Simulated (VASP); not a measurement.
# HfSn2Te6: single point with PBE

HfSn2Te6:

```
CELL_PARAMETERS angstrom
4.09102 0.00000 0.00000
-2.04551 3.54292 0.00000
0.00000 0.00000 21.40682
ATOMIC_POSITIONS crystal
Hf 0.00000 0.00000 0.00000
Sn 0.00000 0.00000 0.66264
Sn 0.00000 0.00000 0.33736
Te 0.33333 0.66667 0.74672
Te 0.33333 0.66667 0.08040
Te 0.33333 0.66667 0.42179
Te 0.66667 0.33333 0.91960
Te 0.66667 0.33333 0.25328
Te 0.66667 0.33333 0.57821
```

```json
{
  "Program": "VASP 6.6.1",
  "Task": "single point",
  "Functional": "PBE",
  "Potentials or basis": "VASP PAW PBE potentials, release 64 (Hf_pv, Sn_d, Te)",
  "Cutoff": "400 eV",
  "k mesh": "12 × 12 × 2",
  "Occupations": "gaussian, width 0.1 eV",
  "Spin": "no spin polarisation",
  "Dipole correction": "no",
  "k mesh for the DOS": "18 × 18 × 3",
  "Occupations for the DOS": "tetrahedron",
  "Further INCAR settings": "ALGO = Normal; EDIFF = 1e-06"
}
```

* Valence electrons inside the program's atomic spheres: Hf 8.05; Sn 12.14; Te 3.36, 3.44, 3.35 (each value once)

Levels at points of the mesh, in eV from the Fermi level:
| k point | band 34 | band 35 | band 36 | band 37 | band 38 | band 39 | band 40 | band 41 |
| --- | --- | --- | --- | --- | --- | --- | --- | --- |
| (0.00, 0.00, 0.00) | 0.05 | 0.05 | 0.19 | 0.19 | 0.64 | 0.90 | 0.90 | 1.31 |
| (0.50, 0.00, 0.00) | -1.16 | -0.96 | -0.55 | -0.34 | -0.34 | 0.02 | 0.33 | 2.13 |

Wall time 19 min on 1 thread of Oxide Virtual Turin-like Processor, on a shared host, peak memory 0.86 GiB.

Caveat: spin-orbit coupling is left out, which moves the levels of the heavy elements.
